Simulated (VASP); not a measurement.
# NaI (Fm-3m) in VASP: notebook

NaI is run at these levels: PBE; tasks: vibrations by perturbation theory, single point.

All numbers are computed with VASP 6.6.1; they aren't measurements. Logs are shortened: lines on timing, memory, paths and dates and some standing lists are left out, and cuts for length are marked.

**1. The cell of the first run**

It takes space group Fm-3m (No. 225, cubic). Conventional cell: a = 6.529 Å, b = 6.529 Å, c = 6.529 Å, α = 90.00°, β = 90.00°, γ = 90.00°. Na (site symmetry m-3m) has 6 I at 3.26 Å within 4.3 Å. I (site symmetry m-3m) has 6 Na at 3.26 Å within 4.3 Å.

**2. Vibrations by perturbation theory, PBE**

Input file INCAR:

```
SYSTEM = NaI
  ALGO = Normal
  EDIFF = 1E-8
  ENCUT = 520
  GGA = PE
  IBRION = 8
  ISIF = 2
  ISMEAR = 0
  LASPH = .True.
  LCHARG = .False.
  LEPSILON = .True.
  LREAL = .False.
  LWAVE = .False.
  NELM = 80
  NSW = 1
  PREC = Accurate
  SIGMA = 0.01
```

Input file KPOINTS:

```
k-points
0
Gamma
  8 8 8
  0 0 0
```

Input file POSCAR:

```
NaI
1.0
    0.0000000000      3.2645265179      3.2645265179
    3.2645265179      0.0000000000      3.2645265179
    3.2645265179      3.2645265179      0.0000000000
Na I
1 1
Direct
    0.0000000000      0.0000000000      0.0000000000
    0.5000000000      0.5000000000      0.5000000000
```

Potentials or basis: VASP PAW PBE potentials, release 64 (Na_pv, I).

On the command line:

```
> cat potpaw_PBE.64/Na_pv/POTCAR potpaw_PBE.64/I/POTCAR > POTCAR
> mpirun -np 1 vasp_std > vasp.out
```

OUTCAR:

```text
SYSTEM = NaI
   EDIFF = 1E-8
   ENCUT = 520
   GGA = PE
   IBRION = 8
   ISIF = 2
   ISMEAR = 0
   LASPH = .True.
   LEPSILON = .True.
   LREAL = .False.
   NELM = 80
   NSW = 1
   PREC = Accurate

 ion  position               nearest neighbor table
   1  0.000  0.000  0.000-
   2  0.500  0.500  0.500-

  LATTYP: Found a face centered cubic cell.
 ALAT       =     6.5290530358

  Lattice vectors:

 A1 = (   0.0000000000,   3.2645265179,   3.2645265179)
 A2 = (   3.2645265179,   0.0000000000,   3.2645265179)
 A3 = (   3.2645265179,   3.2645265179,   0.0000000000)

Analysis of symmetry for initial positions (statically):
=====================================================================
 Subroutine PRICEL returns:
 Original cell was already a primitive cell.

 Routine SETGRP: Setting up the symmetry group for a
 face centered cubic supercell.

 Subroutine GETGRP returns: Found 48 space group operations
 (whereof 48 operations were pure point group operations)
 out of a pool of 48 trial point group operations.

The static configuration has the point symmetry O_h .

Analysis of symmetry for dynamics (positions and initial velocities):
=====================================================================
 Subroutine PRICEL returns:
 Original cell was already a primitive cell.

 Routine SETGRP: Setting up the symmetry group for a
 face centered cubic supercell.

 Subroutine GETGRP returns: Found 48 space group operations
 (whereof 48 operations were pure point group operations)
 out of a pool of 48 trial point group operations.

The dynamic configuration has the point symmetry O_h .

 Subroutine INISYM returns: Found 48 space group operations
 (whereof 48 operations are pure point group operations),
 and found     1 'primitive' translations

----------------------------------------------------------------------------------------

                                     Primitive cell

  volume of cell :      69.5810

  direct lattice vectors                    reciprocal lattice vectors
     0.000000000  3.264526518  3.264526518    -0.153161568  0.153161568  0.153161568
     3.264526518  0.000000000  3.264526518     0.153161568 -0.153161568  0.153161568
     3.264526518  3.264526518  0.000000000     0.153161568  0.153161568 -0.153161568

  length of vectors
     4.616737676  4.616737676  4.616737676     0.265283617  0.265283617  0.265283617

  position of ions in fractional coordinates (direct lattice)
     0.000000000  0.000000000  0.000000000
     0.500000000  0.500000000  0.500000000

  ion indices of the primitive-cell ions
   primitive index   ion index
                 1           1
                 2           2

----------------------------------------------------------------------------------------

 KPOINTS: k-points

Automatic generation of k-mesh.
 Grid dimensions read from file:
 generate k-points for:    8    8    8

 Generating k-lattice:

  Cartesian coordinates                     Fractional coordinates (reciprocal lattice)
    -0.019145196  0.019145196  0.019145196     0.125000000  0.000000000  0.000000000
     0.019145196 -0.019145196  0.019145196     0.000000000  0.125000000  0.000000000
     0.019145196  0.019145196 -0.019145196     0.000000000  0.000000000  0.125000000

  Length of vectors
     0.033160452  0.033160452  0.033160452

  Shift w.r.t. Gamma in fractional coordinates (k-lattice)
     0.000000000  0.000000000  0.000000000

 Subroutine IBZKPT returns following result:
 ===========================================

 Found     29 irreducible k-points:

[... 440 lines left out ...]

 VOLUME and BASIS-vectors are now :
 -----------------------------------------------------------------------------
  energy-cutoff  :      520.00
  volume of cell :       69.58
      direct lattice vectors                 reciprocal lattice vectors
     0.000000000  3.264526518  3.264526518    -0.153161568  0.153161568  0.153161568
     3.264526518  0.000000000  3.264526518     0.153161568 -0.153161568  0.153161568
     3.264526518  3.264526518  0.000000000     0.153161568  0.153161568 -0.153161568

 POSITION                                       TOTAL-FORCE (eV/Angst)
 -----------------------------------------------------------------------------------
      0.00000      0.00000      0.00000        -0.000000     -0.000000     -0.000000
      3.26453      3.26453      3.26453         0.000000      0.000000      0.000000
 -----------------------------------------------------------------------------------
    total drift:                                0.000000      0.000000      0.000000

  FREE ENERGIE OF THE ION-ELECTRON SYSTEM (eV)
  ---------------------------------------------------
  free  energy   TOTEN  =        -5.3875627801 eV

  energy  without entropy=       -5.3875627801  energy(sigma->0) =       -5.38756278

 HEAD OF MICROSCOPIC STATIC DIELECTRIC TENSOR (INDEPENDENT PARTICLE, excluding Hartree and local field effects)
 ------------------------------------------------------
           3.678587    -0.000000     0.000000
           0.000000     3.678587    -0.000000
          -0.000000     0.000000     3.678587
 ------------------------------------------------------

 Free energy of the ion-electron system (eV)
  ---------------------------------------------------
  ---------------------------------------------------
  free energy    TOTEN  =        -0.51996168 eV

  energy without entropy =       -0.51996168

------------------------ aborting loop because EDIFF is reached ----------------------------------------

--------------------------------------- Ionic step        2  -------------------------------------------

------------------------ aborting loop because EDIFF is reached ----------------------------------------

--------------------------------------- Ionic step        3  -------------------------------------------

------------------------ aborting loop because EDIFF is reached ----------------------------------------

 PIEZOELECTRIC TENSOR FIELD DIRECTION 3  (e Angst)
 -----------------------------------------------------------------------------
    -0.00044  0.00000  0.00000           (  0.00001  0.00000 -0.00000)
     0.00000 -0.00044  0.00000           (  0.00000  0.00001  0.00000)
    -0.00000  0.00000 -0.00101           ( -0.00000  0.00000  0.00001)

 PIEZOELECTRIC TENSOR FIELD DIRECTION 3  (C/m^2)
 -----------------------------------------------------------------------------
    -0.00010  0.00000  0.00000
     0.00000 -0.00010  0.00000
    -0.00000  0.00000 -0.00023

--------------------------------------- Ionic step        4  -------------------------------------------

------------------------ aborting loop because EDIFF is reached ----------------------------------------

[... ionic steps 5 to 6 ...]

--------------------------------------- Ionic step        7  -------------------------------------------

 Free energy of the ion-electron system (eV)
  ---------------------------------------------------
  ---------------------------------------------------
  free energy    TOTEN  =        -0.08411387 eV

  energy without entropy =       -0.08411387

------------------------ aborting loop because EDIFF is reached ----------------------------------------

 INTERNAL STRAIN TENSOR  FOR ION    2  DIRECTION 1   (eV/Angst):
 -----------------------------------------------------------------------------
    -0.00080 -0.00000  0.00000
     0.00000  0.00740  0.00000
    -0.00000  0.00000  0.00740

 MACROSCOPIC STATIC DIELECTRIC TENSOR (including local field effects in DFT)
 ------------------------------------------------------
           3.326265     0.000000    -0.000000
           0.000000     3.326265    -0.000000
           0.000000     0.000000     3.326265
 ------------------------------------------------------

 PIEZOELECTRIC TENSOR (including local field effects)  for field in x, y, z        (e  Angst)
          XX          YY          ZZ          XY          YZ          ZX
  --------------------------------------------------------------------------------
  x     0.00000     0.00000     0.00000     0.00000     0.00000     0.00000
  y     0.00000     0.00000     0.00000     0.00000     0.00000     0.00000
  z     0.00000     0.00000     0.00000     0.00000     0.00000     0.00000

 PIEZOELECTRIC TENSOR (including local field effects)  for field in x, y, z        (C/m^2)
          XX          YY          ZZ          XY          YZ          ZX
  --------------------------------------------------------------------------------
  x     0.00000     0.00000     0.00000     0.00000     0.00000     0.00000
  y     0.00000     0.00000     0.00000     0.00000     0.00000     0.00000
  z     0.00000     0.00000     0.00000     0.00000     0.00000     0.00000

 BORN EFFECTIVE CHARGES (including local field effects) (in |e|, cummulative output)
 ---------------------------------------------------------------------------------
 ion    1
    1     1.20796    -0.00000     0.00000
    2     0.00000     1.20796     0.00000
    3     0.00000     0.00000     1.20796
 ion    2
    1    -1.20796     0.00000     0.00000
    2    -0.00000    -1.20796     0.00000
    3     0.00000     0.00000    -1.20796

 INTERNAL STRAIN TENSOR FOR ION    2 for displacements in x,y,z  (eV/Angst):
          X           Y           Z          XY          YZ          ZX
  --------------------------------------------------------------------------------
  x     0.00000     0.00000     0.00000     0.00000     0.00000     0.00000
  y     0.00000     0.00000     0.00000     0.00000     0.00000     0.00000
  z     0.00000     0.00000     0.00000     0.00000     0.00000     0.00000

 SECOND DERIVATIVES (NOT SYMMETRIZED)
 ------------------------------------
               1X          1Y          1Z          2X          2Y          2Z
  1X    -0.739240    0.000000    0.000000    0.739240    0.000000    0.000000
  1Y     0.000000   -0.739240    0.000000    0.000000    0.739240    0.000000
  1Z     0.000000    0.000000   -0.739240    0.000000    0.000000    0.739240
  2X     0.767956    0.000000    0.000000   -0.767956    0.000000    0.000000
  2Y     0.000000    0.767956    0.000000    0.000000   -0.767956    0.000000
  2Z     0.000000    0.000000    0.767956    0.000000    0.000000   -0.767956

 Eigenvectors and eigenvalues of the dynamical matrix
 ----------------------------------------------------

   1 f  =    3.055828 THz    19.200334 2PiTHz  101.931455 cm-1    12.637884 meV
             X         Y         Z           dx          dy          dz
      0.000000  0.000000  0.000000     0.917375    0.000000    0.000000
      3.264527  3.264527  3.264527    -0.398023    0.000000    0.000000
[... 21 lines left out ...]
   6 f/i=    0.021260 THz     0.133579 2PiTHz    0.709149 cm-1     0.087923 meV
             X         Y         Z           dx          dy          dz
      0.000000  0.000000  0.000000    -0.017767   -0.209180   -0.338158
      3.264527  3.264527  3.264527    -0.040951   -0.482124   -0.779396

--------------------------------------------------------------------------------------------------------

 MACROSCOPIC STATIC DIELECTRIC TENSOR IONIC CONTRIBUTION
 ------------------------------------------------------
           5.034534     0.000000     0.000000
           0.000000     5.034534     0.000000
           0.000000     0.000000     5.034534
 ------------------------------------------------------

 ELASTIC MODULI CONTR FROM IONIC RELAXATION (kBar)
 Direction    XX          YY          ZZ          XY          YZ          ZX
 --------------------------------------------------------------------------------
 XX           0.0000      0.0000      0.0000      0.0000      0.0000      0.0000
 YY           0.0000      0.0000      0.0000      0.0000      0.0000      0.0000
 ZZ           0.0000      0.0000      0.0000      0.0000      0.0000      0.0000
 XY           0.0000      0.0000      0.0000      0.0000      0.0000      0.0000
 YZ           0.0000      0.0000      0.0000      0.0000      0.0000      0.0000
 ZX           0.0000      0.0000      0.0000      0.0000      0.0000      0.0000
 --------------------------------------------------------------------------------

 PIEZOELECTRIC TENSOR IONIC CONTR  for field in x, y, z        (C/m^2)
          XX          YY          ZZ          XY          YZ          ZX
  --------------------------------------------------------------------------------
  x     0.00000     0.00000     0.00000     0.00000     0.00000     0.00000
  y     0.00000     0.00000     0.00000     0.00000     0.00000     0.00000
  z     0.00000     0.00000     0.00000     0.00000     0.00000     0.00000
```

It took 4 min on 1 thread of AMD EPYC 9R45 (Zen 5), shared host; peak memory 0.29 GiB.

What came out:

```yaml
Electronic_dielectric_tensor_diagonal: 3.33
Born_charges_mean_of_the_diagonal: Na +1.21; I -1.21 e
Highest_phonon_frequency_at_Γ_LO-TO_splitting_left_out: 102 cm⁻¹
```

Phonon frequencies in cm⁻¹ (negative: imaginary):
| q point | frequencies |
| --- | --- |
| (0.000, 0.000, 0.000) | -1 -1 -1 102 102 102 |

Electronic dielectric tensor:
```
3.33 0.00 0.00
0.00 3.33 0.00
0.00 0.00 3.33
```

Born effective charge tensors (e):
atom 1, Na
```
1.21 0.00 0.00
0.00 1.21 0.00
0.00 0.00 1.21
```
atom 2, I
```
-1.21  0.00  0.00
 0.00 -1.21  0.00
 0.00  0.00 -1.21
```

Caveat: spin-orbit coupling is left out, which moves the levels of the heavy elements.

**3. Single point, PBE, non-collinear spin, zero start, spin-orbit coupling**

POSCAR is that of step 2.

Input file INCAR.step1:

```
SYSTEM = NaI
PREC = Accurate
ENCUT = 520
EDIFF = 1E-6
ISMEAR = 0
SIGMA = 0.02
LREAL = .False.
LASPH = .True.
NELM = 150
ALGO = Normal
ISIF = 2
LWAVE = .False.
LCHARG = .True.
MAGMOM = 0 0 0 0 0 0
LSORBIT = .True.
GGA_COMPAT = .False.
LORBMOM = .True.
GGA = PE
NBANDS = 26
```

Input file KPOINTS.step1:

```
regular mesh
0
Gamma
  6 6 6
  0 0 0
```

Input file INCAR.step2:

```
SYSTEM = NaI
PREC = Accurate
ENCUT = 520
EDIFF = 1E-6
ISMEAR = -5
SIGMA = 0.02
LREAL = .False.
LASPH = .True.
NELM = 150
ALGO = Normal
ISIF = 2
LWAVE = .False.
LCHARG = .False.
MAGMOM = 0 0 0 0 0 0
LORBIT = 11
LSORBIT = .True.
GGA_COMPAT = .False.
LORBMOM = .True.
GGA = PE
NEDOS = 1001
ICHARG = 11
```

Input file KPOINTS.step2:

```
regular mesh
0
Gamma
  9 9 9
  0 0 0
```

Potentials or basis: VASP PAW PBE potentials, release 64 (Na_pv, I).

On the command line:

```
> cat potpaw_PBE.64/Na_pv/POTCAR potpaw_PBE.64/I/POTCAR > POTCAR
> cp INCAR.step1 INCAR
> cp KPOINTS.step1 KPOINTS
> mpirun -np 1 vasp_ncl > vasp.out
> cp INCAR.step2 INCAR
> cp KPOINTS.step2 KPOINTS
> mpirun -np 1 vasp_ncl > vasp.out
```

Run time: 66 s. Hardware: 1 thread of AMD EPYC 9R45 (Zen 5), shared host; peak memory 0.37 GiB.

It converged, with:

```yaml
Net_moment: 0.00 μB per cell
Valence_electrons_inside_the_program's_atomic_spheres: Na 6.01; I 4.34
```

Moments on the atoms (μB; x, y, z):
```
Na  0.00 0.00 0.00
I   0.00 0.00 0.00
```
